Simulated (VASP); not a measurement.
# GaSb (Immm) in VASP: a series of runs

GaSb is run at these levels: PBE; tasks: single point.

All numbers are computed with VASP 6.6.1; they aren't measurements. Logs are shortened: lines on timing, memory, paths and dates and some standing lists are left out, and cuts for length are marked.

### Step 1. The cell of the first run

The structure is orthorhombic, space group Immm (No. 71). Conventional cell: a = 3.286 Å, b = 5.189 Å, c = 5.588 Å, α = 90.00°, β = 90.00°, γ = 90.00°. Within 3.4 Å of Ga (site symmetry mmm) lie 6 Sb at 2.59 to 3.24 Å and 2 Ga at 3.29 Å. Within 3.4 Å of Sb (site symmetry mmm) lie 6 Ga at 2.59 to 3.24 Å and 2 Sb at 3.29 Å.

### Step 2. Single point, PBE

Input file INCAR:

```
PREC = Accurate
ENCUT = 520
EDIFF = 1E-6
ISMEAR = 0
SIGMA = 0.15
LREAL = F
LASPH = T
NELM = 60
ALGO = Normal
ISIF = 2
LWAVE = F
LCHARG = F
GGA = PE
NBANDS = 16
```

Input file KPOINTS:

```
Automatic mesh
0
Gamma
  16 16 16
```

Input file POSCAR:

```
GaSb
1.0
   -1.6432240730      2.7937874195      2.5946538071
    1.6432240730     -2.7937874195      2.5946538071
    1.6432240730      2.7937874195     -2.5946538071
Ga Sb
1 1
Direct
    0.0000000000      0.0000000000      0.0000000000
    0.5000000000      0.5000000000      0.0000000000
```

Potentials or basis: VASP PAW PBE potentials, release 64 (Ga_d, Sb).

The run is started by

```console
$ cat potpaw_PBE.64/Ga_d/POTCAR potpaw_PBE.64/Sb/POTCAR > POTCAR
$ mpirun -np 1 vasp_std > vasp.out
```

OUTCAR:

```text
PREC = Accurate
   ENCUT = 520
   EDIFF = 1E-6
   ISMEAR = 0
   LREAL = F
   LASPH = T
   NELM = 60
   ISIF = 2
   GGA = PE

 ion  position               nearest neighbor table
   1  0.000  0.000  0.000-   2 2.59   2 2.59   2 3.24   2 3.24   2 3.24   2 3.24
   2  0.500  0.500  0.000-   1 2.59   1 2.59   1 3.24   1 3.24   1 3.24   1 3.24

  LATTYP: Found a body centered orthorhombic cell.
 ALAT       =     3.2864481460
 B/A-ratio  =     1.5790018231
 C/A-ratio  =     1.7001865208

  Lattice vectors:

 A1 = (   1.6432240730,  -2.7937874195,  -2.5946538071)
 A2 = (  -1.6432240730,  -2.7937874195,   2.5946538071)
 A3 = (  -1.6432240730,   2.7937874195,  -2.5946538071)

Analysis of symmetry for initial positions (statically):
=====================================================================
 Subroutine PRICEL returns:
 Original cell was already a primitive cell.

 Routine SETGRP: Setting up the symmetry group for a
 body centered orthorhombic supercell.

 Subroutine GETGRP returns: Found  8 space group operations
 (whereof  8 operations were pure point group operations)
 out of a pool of  8 trial point group operations.

The static configuration has the point symmetry D_2h.

Analysis of symmetry for dynamics (positions and initial velocities):
=====================================================================
 Subroutine PRICEL returns:
 Original cell was already a primitive cell.

 Routine SETGRP: Setting up the symmetry group for a
 body centered orthorhombic supercell.

 Subroutine GETGRP returns: Found  8 space group operations
 (whereof  8 operations were pure point group operations)
 out of a pool of  8 trial point group operations.

The dynamic configuration has the point symmetry D_2h.

 Subroutine INISYM returns: Found  8 space group operations
 (whereof  8 operations are pure point group operations),
 and found     1 'primitive' translations

----------------------------------------------------------------------------------------

                                     Primitive cell

  volume of cell :      47.6463

  direct lattice vectors                    reciprocal lattice vectors
    -1.643224073  2.793787420  2.594653807     0.000000000  0.178968520  0.192703936
     1.643224073 -2.793787420  2.594653807     0.304279866  0.000000000  0.192703936
     1.643224073  2.793787420 -2.594653807     0.304279866  0.178968520  0.000000000

  length of vectors
     4.151826330  4.151826330  4.151826330     0.262991517  0.360168077  0.353009869

  position of ions in fractional coordinates (direct lattice)
     0.000000000  0.000000000  0.000000000
     0.500000000  0.500000000  0.000000000

  ion indices of the primitive-cell ions
   primitive index   ion index
                 1           1
                 2           2

----------------------------------------------------------------------------------------

 KPOINTS: Automatic mesh

Automatic generation of k-mesh.
 Grid dimensions read from file:
 generate k-points for:   16   16   16

 Generating k-lattice:

  Cartesian coordinates                     Fractional coordinates (reciprocal lattice)
     0.000000000  0.011185533  0.012043996     0.062500000  0.000000000  0.000000000
     0.019017492  0.000000000  0.012043996    -0.000000000  0.062500000  0.000000000
     0.019017492  0.011185533  0.000000000    -0.000000000  0.000000000  0.062500000

  Length of vectors
     0.016436970  0.022510505  0.022063117

  Shift w.r.t. Gamma in fractional coordinates (k-lattice)
     0.000000000  0.000000000  0.000000000

 Subroutine IBZKPT returns following result:
 ===========================================

 Found    621 irreducible k-points:

 Following reciprocal coordinates:
            Coordinates               Weight
  0.000000  0.000000  0.000000      1.000000
  0.062500  0.000000 -0.000000      4.000000
  0.125000  0.000000 -0.000000      4.000000
  0.187500  0.000000 -0.000000      4.000000
  0.250000  0.000000 -0.000000      4.000000
  0.312500  0.000000  0.000000      4.000000
[... 16 lines left out ...]
 -0.187500  0.062500  0.000000      8.000000
 -0.125000  0.062500  0.000000      8.000000
 [... further k-points ...]
   k-points           NKPTS =    621   k-points in BZ     NKDIM =    621   number of bands    NBANDS=     16
   number of dos      NEDOS =    301   number of ions     NIONS =      2
   total plane-waves  NPLWV =  32768
   dimension x,y,z NGX =    32 NGY =   32 NGZ =   32
   dimension x,y,z NGXF=    64 NGYF=   64 NGZF=   64
   ions per type =               1   1
   NGX,Y,Z   is equivalent  to a cutoff of  12.81, 12.81, 12.81 a.u.
   NGXF,Y,Z  is equivalent  to a cutoff of  25.63, 25.63, 25.63 a.u.
 SYSTEM =  unknown system
   PREC   = accura    normal or accurate (medium, high low for compatibility)
   ISTART =      0    job   : 0-new  1-cont  2-samecut
   ICHARG =      2    charge: 1-file 2-atom 10-const
   ISPIN  =      1    spin polarized calculation?
   LNONCOLLINEAR =      F non collinear calculations
   LSORBIT =      F    spin-orbit coupling
   LASPH  =      T    aspherical Exc in radial PAW
   ENCUT  =  520.0 eV  38.22 Ry    6.18 a.u.   7.72  7.72  7.72*2*pi/ulx,y,z
   NELM   =     60;   NELMIN=  2; NELMDL= -5     # of ELM steps
   EDIFF  = 0.1E-05   stopping-criterion for ELM
   LREAL  =      F    real-space projection
   EDIFFG = 0.1E-04   stopping-criterion for IOM
   NSW    =      0    number of steps for IOM
   IBRION =     -1    ionic relax: 0-MD 1-quasi-New 2-CG
   NFREE  =      0    steps in history (QN), initial steepest desc. (CG)
   ISIF   =      2    stress and relaxation
   ISYM   =      2    0-nonsym 1-usesym 2-fastsym
   POTIM  = 0.5000    time-step for ionic-motion
   TEBEG  =    0.0;   TEEND  =   0.0 temperature during run
   PSTRESS=    0.0 pullay stress
   NELECT =      18.0000    total number of electrons
   NUPDOWN=      -1.0000    fix difference up-down
   EMIN   =  10.00;   EMAX   =-10.00  energy-range for DOS
   EFERMI =   0.00;   METHOD = LEGACY
   ISMEAR =     0;   SIGMA  =   0.15  broadening in eV -4-tet -1-fermi 0-gaus
   EFERMI_NEDOS =   21; number of points for ismear=-14 and -15
   IALGO  =     38    algorithm
   IMIX   =      4    mixing-type and parameters
     AMIX     =   0.40;   BMIX     =  1.00
     AMIX_MAG =   1.60;   BMIX_MAG =  1.00
  volume/ion in A,a.u.               =      23.82       160.77
  Fermi-wavevector in a.u.,A,eV,Ry     =   1.183466  2.236427 19.056210  1.400592
  Thomas-Fermi vector in A             =   2.319700
   LORBIT       =      0    0 simple, 1 ext, 2 COOP (PROOUT), +10 PAW based schemes
   GGA     = PE    functional components
   LHFCALC =     F    Hartree Fock is set to
   AEXX    =    0.0000 exact exchange contribution
   IVDW    =     0    specifies the selected vdW correction
   LEPSILON=     F    determine dielectric tensor
   LRPA    =     F    only Hartree local field effects (RPA)
 non-spin polarized calculation
 Gauss-broadening in eV      SIGMA  =   0.15
  energy-cutoff  :      520.00
  volume of cell :       47.65
 maximum number of plane-waves:      1302
   NGX = 15   NGY = 15   NGZ = 15

 number of electron      18.0000006 magnetization

 Free energy of the ion-electron system (eV)
  ---------------------------------------------------
  ext. energy  EPLUGINS =         0.00000000
  ---------------------------------------------------
  free energy    TOTEN  =        -6.65830296 eV

  energy without entropy =       -6.64795885  energy(sigma->0) =       -6.65313090

 E-fermi :   6.7345     XC(G=0): -10.2778

 val. band max:        6.7339714406   @ k =  -0.0625  -0.1250   0.0625
 cond. band min:       6.7356799703   @ k =  -0.4375   0.5000   0.3750
 fundamental gap:      0.0017085296
 Fermi energy:         6.7345278044

 k-point     1 :       0.0000    0.0000    0.0000
  band No.  band energies     occupation
      1      -8.4194      2.00000
      2      -8.3323      2.00000
      3      -8.3207      2.00000
      4      -8.2925      2.00000
      5      -8.2877      2.00000
      6      -5.3459      2.00000
[... 8 lines left out ...]
     15      16.7766      0.00000
     16      16.8659      0.00000

 k-point     2 :       0.0625    0.0000   -0.0000
  band No.  band energies     occupation
      1      -8.4189      2.00000
      2      -8.3327      2.00000
      3      -8.3203      2.00000
      4      -8.2924      2.00000
      5      -8.2877      2.00000
      6      -5.3106      2.00000
[... 8 lines left out ...]
     15      16.4778      0.00000
     16      16.8314      0.00000

 k-point     3 :       0.1250    0.0000   -0.0000
  band No.  band energies     occupation
      1      -8.4175      2.00000
      2      -8.3340      2.00000
      3      -8.3191      2.00000
      4      -8.2922      2.00000
      5      -8.2876      2.00000
      6      -5.2048      2.00000
[... 8 lines left out ...]
     15      15.9633      0.00000
     16      16.7611      0.00000

 k-point     4 :       0.1875    0.0000   -0.0000
  band No.  band energies     occupation
      1      -8.4157      2.00000
      2      -8.3359      2.00000
      3      -8.3174      2.00000
      4      -8.2922      2.00000
      5      -8.2871      2.00000
      6      -5.0302      2.00000
[... 8 lines left out ...]
     15      15.5335      0.00000
     16      16.3251      0.00000

 k-point     5 :       0.2500    0.0000   -0.0000
  band No.  band energies     occupation
      1      -8.4139      2.00000
      2      -8.3381      2.00000
      3      -8.3154      2.00000
      4      -8.2925      2.00000
      5      -8.2861      2.00000
      6      -4.7911      2.00000
[... 8 lines left out ...]
     15      15.2042      0.00000
     16      15.9562      0.00000

 k-point     6 :       0.3125    0.0000    0.0000
  band No.  band energies     occupation
      1      -8.4125      2.00000
      2      -8.3402      2.00000
      3      -8.3134      2.00000
      4      -8.2931      2.00000
      5      -8.2850      2.00000
      6      -4.4978      2.00000
[... 8 lines left out ...]
     15      15.0804      0.00000
     16      15.7082      0.00000

 k-point     7 :       0.3750    0.0000   -0.0000
  band No.  band energies     occupation
      1      -8.4116      2.00000
      2      -8.3419      2.00000
      3      -8.3117      2.00000
      4      -8.2937      2.00000
      5      -8.2839      2.00000
      6      -4.1753      2.00000
[... 8 lines left out ...]
     15      15.3636      0.00000
     16      16.3448      0.00000

 k-point     8 :       0.4375    0.0000    0.0000
  band No.  band energies     occupation
      1      -8.4112      2.00000
      2      -8.3430      2.00000
      3      -8.3106      2.00000
      4      -8.2941      2.00000
      5      -8.2832      2.00000
      6      -3.8858      2.00000
[... 8 lines left out ...]
     15      15.2754      0.00000
     16      17.8277      0.00000

 k-point     9 :       0.5000    0.0000   -0.0000
  band No.  band energies     occupation
      1      -8.4111      2.00000
      2      -8.3433      2.00000
      3      -8.3102      2.00000
      4      -8.2942      2.00000
      5      -8.2829      2.00000
      6      -3.7574      2.00000
[... 8 lines left out ...]
     15      15.2389      0.00000
     16      19.3182      0.00000
[... 172 lines left out ...]
 k-point    19 :      -0.4375    0.0625    0.0000
  band No.  band energies     occupation
      1      -8.4113      2.00000
      2      -8.3406      2.00000
      3      -8.3103      2.00000
      4      -8.2953      2.00000
      5      -8.2854      2.00000
      6      -3.9721      2.00000
[... 8 lines left out ...]
     15      16.0612      0.00000
     16      17.0374      0.00000

 k-point    20 :      -0.3750    0.0625    0.0000
  band No.  band energies     occupation
      1      -8.4125      2.00000
      2      -8.3393      2.00000
      3      -8.3117      2.00000
      4      -8.2948      2.00000
      5      -8.2861      2.00000
      6      -4.2888      2.00000
[... 8 lines left out ...]
     15      15.4723      0.00000
     16      16.4348      0.00000

 k-point    21 :      -0.3125    0.0625    0.0000
  band No.  band energies     occupation
      1      -8.4139      2.00000
      2      -8.3376      2.00000
      3      -8.3135      2.00000
      4      -8.2943      2.00000
      5      -8.2870      2.00000
      6      -4.5987      2.00000
[... 8 lines left out ...]
     15      15.4413      0.00000
     16      16.5330      0.00000

 k-point    22 :      -0.2500    0.0625    0.0000
  band No.  band energies     occupation
      1      -8.4154      2.00000
      2      -8.3355      2.00000
      3      -8.3155      2.00000
      4      -8.2938      2.00000
      5      -8.2879      2.00000
      6      -4.8640      2.00000
[... 8 lines left out ...]
     15      15.6492      0.00000
     16      16.6244      0.00000

 k-point    23 :      -0.1875    0.0625    0.0000
  band No.  band energies     occupation
      1      -8.4167      2.00000
      2      -8.3336      2.00000
      3      -8.3174      2.00000
      4      -8.2937      2.00000
      5      -8.2886      2.00000
      6      -5.0693      2.00000
[... 8 lines left out ...]
     15      15.8841      0.00000
     16      16.5044      0.00000

 k-point    24 :      -0.1250    0.0625    0.0000
  band No.  band energies     occupation
      1      -8.4175      2.00000
      2      -8.3320      2.00000
      3      -8.3189      2.00000
      4      -8.2939      2.00000
      5      -8.2890      2.00000
      6      -5.2079      2.00000
[... 8 lines left out ...]
     15      16.0847      0.00000
     16      16.2995      0.00000

 [... further k-points ...]

------------------------ aborting loop because EDIFF is reached ----------------------------------------

  FORCE on cell =-STRESS in cart. coord.  units (eV):
  Direction    XX          YY          ZZ          XY          YZ          ZX
  --------------------------------------------------------------------------------------
  -------------------------------------------------------------------------------------
  Total       -1.1539125     -1.1800222      5.8459548      0.0000000      0.0000000      0.0000000
  in kB      -38.8019811    -39.6799570    196.5787089      0.0000000      0.0000000      0.0000000
  external PRESSURE =      39.3655902 kB  Pullay stress =       0.0000000 kB

 VOLUME and BASIS-vectors are now :
 -----------------------------------------------------------------------------
  energy-cutoff  :      520.00
  volume of cell :       47.65
      direct lattice vectors                 reciprocal lattice vectors
    -1.643224073  2.793787420  2.594653807     0.000000000  0.178968520  0.192703936
     1.643224073 -2.793787420  2.594653807     0.304279866  0.000000000  0.192703936
     1.643224073  2.793787420 -2.594653807     0.304279866  0.178968520  0.000000000

 POSITION                                       TOTAL-FORCE (eV/Angst)
 -----------------------------------------------------------------------------------
      0.00000      0.00000      0.00000        -0.000000      0.000000     -0.000000
      0.00000      0.00000      2.59465         0.000000     -0.000000      0.000000
 -----------------------------------------------------------------------------------
    total drift:                               -0.000000     -0.000000      0.000000

  FREE ENERGIE OF THE ION-ELECTRON SYSTEM (eV)
  ---------------------------------------------------
  free  energy   TOTEN  =        -6.6583029627 eV

  energy  without entropy=       -6.6479588454  energy(sigma->0) =       -6.65313090
```

It took 8.1 min on 1 thread of Intel Xeon 8259CL, shared host; peak memory 0.58 GiB.

What came out:

| Item | Value |
| --- | --- |
| Free energy | -6.6583 eV |
| Pressure | 3.9 GPa |
| Band gap on the k mesh | zero (bands 9 and 10 overlap by 5.76 eV) |

Stress tensor (GPa, compression positive):
```
-3.88  0.00  0.00
 0.00 -3.97  0.00
 0.00  0.00 19.66
```

Caveat: the cell differs from its parent crystal (strain +e along x and -e along y -0.0267, strain +e along z and -e/2 along x and y -0.1000); the stress differs along the axes, from -4 to 20 GPa; spin-orbit coupling is left out, which moves the levels of the heavy elements.

### Step 3. Single point, PBE

Input file INCAR:

```
SYSTEM = GaSb
  PREC = Accurate
  ENCUT = 520
  EDIFF = 1E-6
  ISMEAR = 0
  SIGMA = 0.15
  LREAL = .FALSE.
  LASPH = .TRUE.
  NELM = 60
  ALGO = Normal
  ISIF = 2
  LWAVE = .FALSE.
  LCHARG = .FALSE.
  GGA = PE
  NBANDS = 16
```

Input file KPOINTS:

```
Automatic mesh
0
G
  16 16 16
  0 0 0
```

Input file POSCAR:

```
GaSb
1.0
   -1.6860991661      2.7245070962      2.5946538071
    1.6860991661     -2.7245070962      2.5946538071
    1.6860991661      2.7245070962     -2.5946538071
Ga Sb
1 1
Direct
    0.0000000000      0.0000000000      0.0000000000
    0.5000000000      0.5000000000      0.0000000000
```

Potentials or basis: VASP PAW PBE potentials, release 64 (Ga_d, Sb).

The run is started by

```console
$ cat potpaw_PBE.64/Ga_d/POTCAR potpaw_PBE.64/Sb/POTCAR > POTCAR
$ mpirun -np 1 vasp_std > vasp.out
```

Wall time 8 min (1 thread of Intel Xeon 8259CL, shared host); peak memory 0.58 GiB.

The run converged. Its results:

```yaml
Free_energy: -6.6582 eV
Pressure: 3.9 GPa
Band_gap_on_the_k_mesh: zero (bands 9 and 10 overlap by 5.96 eV)
```

Stress tensor (GPa, compression positive):
```
-4.01  0.00  0.00
 0.00 -4.05  0.00
 0.00  0.00 19.69
```

Levels at points of the mesh, in eV from the Fermi level:
```
           k point  band 5  band 6  band 7  band 8  band 9  band 10  band 11  band 12  band 13  band 14
(0.00, 0.00, 0.00)  -15.03  -12.06   -2.38   -2.02   -0.85     3.76     3.81     5.58     6.27     8.83
(0.50, 0.00, 0.00)  -15.02  -10.39   -8.15    0.31    1.98     3.01     3.17     3.39     5.04     7.41
(0.00, 0.50, 0.00)  -15.01   -8.78   -6.62   -2.24   -0.67    -0.67     0.71     4.35     4.87    10.39
(0.50, 0.50, 0.00)  -15.01   -9.05   -5.13   -2.78   -2.54    -1.04     2.88     3.48     6.44     6.92
(0.50, 0.50, 0.50)  -15.02   -9.05   -5.54   -5.18   -4.89     1.11     5.15     9.13     9.82    12.12
```

Caveat: the cell differs from its parent crystal (strain +e along x and -e along y +0.0000, strain +e along z and -e/2 along x and y -0.1000); the stress differs along the axes, from -4 to 20 GPa; spin-orbit coupling is left out, which moves the levels of the heavy elements.

(Part 1 of 2 ends here.)
